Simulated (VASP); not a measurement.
Set up this calculation in VASP 6.6.1, as the native input.

* Task: relaxation of cell and atoms
* Functional: PBE
* Potentials or basis: VASP PAW PBE potentials, release 64 (Ti_sv, C)
* Cutoff: 600 eV
* k mesh: 10 × 10 × 10
* Occupations: gaussian, width 0.1 eV
* Spin: no spin polarisation
* Dipole correction: no
* Further INCAR settings: ALGO = Normal; EDIFF = 1e-06; IBRION = 2; EDIFFG = -0.01; NSW = 100; ISIF = 3

The structure of Ti4C3 lies in POSCAR:

```
Ti4C3
1.0
    4.3103396498      0.0000000000      0.0000000000
    0.0000000000      4.3103396498      0.0000000000
    0.0000000000      0.0000000000      4.3103396498
Ti C
4 3
Direct
    0.0000000000      0.0000000000      0.0000000000
    0.0000000000      0.5000000000      0.5000000000
    0.5000000000      0.0000000000      0.5000000000
    0.5000000000      0.5000000000      0.0000000000
    0.5000000000      0.0000000000      0.0000000000
    0.0000000000      0.5000000000      0.0000000000
    0.0000000000      0.0000000000      0.5000000000
```

The input as run:

INCAR

```
SYSTEM = Ti4C3
ALGO = Normal
EDIFF = 1E-6
EDIFFG = -0.01
ENCUT = 600
GGA = PE
IBRION = 2
ISIF = 3
ISMEAR = 0
LASPH = .True.
LCHARG = .False.
LREAL = .False.
LWAVE = .False.
NELM = 100
NSW = 100
PREC = Accurate
SIGMA = 0.1
```

KPOINTS

```
k-points
0
Gamma
  10 10 10
  0 0 0
```

Potentials or basis: VASP PAW PBE potentials, release 64 (Ti_sv, C).

Launch:

```console
$ cat potpaw_PBE.64/Ti_sv/POTCAR potpaw_PBE.64/C/POTCAR > POTCAR
$ mpirun -np 1 vasp_std > vasp.out
```

Results of the run:

The pressure after relaxing is 0.1 GPa. The band gap on the k mesh is zero (band 30 reaches 9.61 eV, above the bottom of band 31 at 8.46 eV).

Caveat: the relaxation stopped at its first step, so nothing moved.

It took 88 s on 1 thread of Intel(R) Xeon(R) 6975P-C (Granite Rapids), on a shared host, peak memory 0.29 GiB.
